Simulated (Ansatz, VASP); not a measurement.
# Mg in VASP and in Ansatz

File INCAR:

```
PREC = Accurate
ENCUT = 520
EDIFF = 1E-8
ISMEAR = -1
SIGMA = 0.03
LREAL = False
LASPH = True
NELM = 80
ALGO = Normal
ISIF = 2
LWAVE = False
LCHARG = False
LEFG = True
NBANDS = 7
```

Contents of KPOINTS:

```
Automatic mesh
0
Gamma
  19 19 19
```

Contents of POSCAR:

```
Mg
1.0
   -1.4463588895      1.4463588895      1.4463588895
    1.4463588895     -1.4463588895      1.4463588895
    1.4463588895      1.4463588895     -1.4463588895
Mg
1
Direct
    0.0000000000      0.0000000000      0.0000000000
```

Input for Ansatz:

```yaml
crystal:
  lattice:
    - [-1.4463588895, 1.4463588895, 1.4463588895]
    - [1.4463588895, -1.4463588895, 1.4463588895]
    - [1.4463588895, 1.4463588895, -1.4463588895]
  atoms:
    - { symbol: Mg, position: [0.0, 0.0, 0.0] }
kpoints:
  mp_grid: { grid: [19, 19, 19] }
scf:
  occupations: { method: fermi_dirac, width: 0.03 }
hamiltonian:
  xc: lda
  pseudopotentials: { kind: paw }
output:
  forces: true
  stress: true
  eigenvalues: true
  efg: { contact_densities: true }
```

Change from the starting cell: volume scaled by 0.94, PAW files.

Alike in both runs: task electric field gradients; functional LDA; k mesh 19 × 19 × 19; occupations fermi-dirac, width 0.03 eV; no spin polarisation.

|  | VASP | Ansatz |
| --- | --- | --- |
| version | VASP 6.6.1 | Ansatz 0.2.0 |
| potentials or method | VASP PAW LDA potentials, release 64 (Mg) | PAW with Ansatz's default frozen-core files, scalar-relativistic |
| plane-wave cutoff (eV) | 520 | 420 |
| valence electrons in the cell | 2 | 10 |

VASP gave:

- pressure (GPa): 70.8

Problem. Estimate Ansatz's values.

Solution. Pressure (GPa): 70.0.

LDA's correlation is that of Perdew and Zunger in VASP and of Perdew and Wang (1992) in Ansatz. Both programs put the cell under a high pressure, so it lies far from rest at this level. VASP's potentials hold 2 valence electrons a cell and Ansatz's 10, so a difference there can come from the potentials and not from the codes.

Noted on VASP's run: the cell as given lies far from equilibrium.
